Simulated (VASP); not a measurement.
Crystal: Ca.

```
Ca
1.0
    -2.24000    2.24000    2.24000
     2.24000   -2.24000    2.24000
     2.24000    2.24000   -2.24000
Ca
1
Cartesian
  0.0000 0.0000 0.0000
```

```yaml
Program: VASP 6.6.1
Task: relaxation of volume and atoms at fixed shape
Functional: PBEsol
Potentials_or_basis: VASP PAW PBE potentials, release 64 (Ca_sv)
Cutoff: 500 eV
k_mesh: 8 × 8 × 8
Occupations: methfessel-paxton, width 0.1 eV
Spin: no spin polarisation
```

At the start: pressure -1.5 GPa; volume 44.96 Å³/atom.

Task: How do energy, volume and symmetry change on relaxing?

Result: Over 4 steps the energy falls by 23.3 meV/atom and the volume is 40.29 Å³/atom (-10.4 %); space group Im-3m (No. 229, to 0.05 Å).

The path:
| step | energy change (eV) | largest force (eV/Å) | pressure (GPa) | volume (Å³) |
| --- | --- | --- | --- | --- |
| 1 | 0.0000 | 0.0000 | -1.53 | 44.96 |
| 2 | -0.0191 | 0.0000 | -0.69 | 42.23 |
| 3 | -0.0233 | 0.0000 | -0.08 | 40.50 |
| 4 | -0.0233 | 0.0000 | 0.00 | 40.29 |

Final structure:
```
Ca
1.0
    -2.15961    2.15961    2.15961
     2.15961   -2.15961    2.15961
     2.15961    2.15961   -2.15961
Ca
1
Direct
  0.00000 0.00000 0.00000
```

Caveat: the PAW data sets were made with another functional, which shifts forces and pressure a little; the volume moved by -10 % from the deposited cell, more than functionals usually miss.
